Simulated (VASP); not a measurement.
A run of VASP 6.6.1 is set up as follows.

The input INCAR:

```
SYSTEM = Ti2RuC3
ALGO = Normal
EDIFF = 1E-7
ENCUT = 520
GGA = PE
ISIF = 2
ISMEAR = 0
LASPH = .TRUE.
LCHARG = .FALSE.
LREAL = .FALSE.
LWAVE = .FALSE.
NBANDS = 62
NELM = 60
PREC = Accurate
SIGMA = 0.2
```

The input KPOINTS:

```
k-points
0
G
  8 4 4
  0 0 0
```

File POSCAR:

```
Ti2RuC3
1.0
    0.0000000000     -3.1459120401      0.0000000000
   -5.2819542223      0.0000000000     -0.0049238188
    0.1109345155      0.0000000000     -7.2848932040
Ti Ru C
4 2 6
Direct
    0.7500000000      0.0795965126      0.3324811883
    0.2500000000      0.5762166347      0.3211890585
    0.2500000000      0.9204034874      0.6675188117
    0.7500000000      0.4237833653      0.6788109415
    0.7500000000      0.7830561233      0.9973617965
    0.2500000000      0.2169438767      0.0026382035
    0.7500000000      0.7482157070      0.5023258945
    0.2500000000      0.2517842930      0.4976741055
    0.7500000000      0.0882853637      0.8304447304
    0.2500000000      0.5863469133      0.8509373482
    0.2500000000      0.9117146363      0.1695552696
    0.7500000000      0.4136530867      0.1490626518
```

Potentials or basis: VASP PAW PBE potentials, release 64 (Ti_sv, Ru_pv, C).

The run is started by

```bash
$ cat potpaw_PBE.64/Ti_sv/POTCAR potpaw_PBE.64/Ru_pv/POTCAR potpaw_PBE.64/C/POTCAR > POTCAR
$ mpirun -np 1 vasp_std > vasp.out
```

Question: Predict the pressure.

Answer: 0.3 GPa.

Question: Predict the band gap on the k mesh.

Answer: Zero (band 50 reaches 10.74 eV, above the bottom of band 51 at 10.43 eV).

Question: What does it give for the largest force?

Answer: 0.103 eV/Å.

Stress tensor (GPa, compression positive):
```
 0.55  0.00 -0.04
 0.00  0.04  0.00
-0.04  0.00  0.22
```
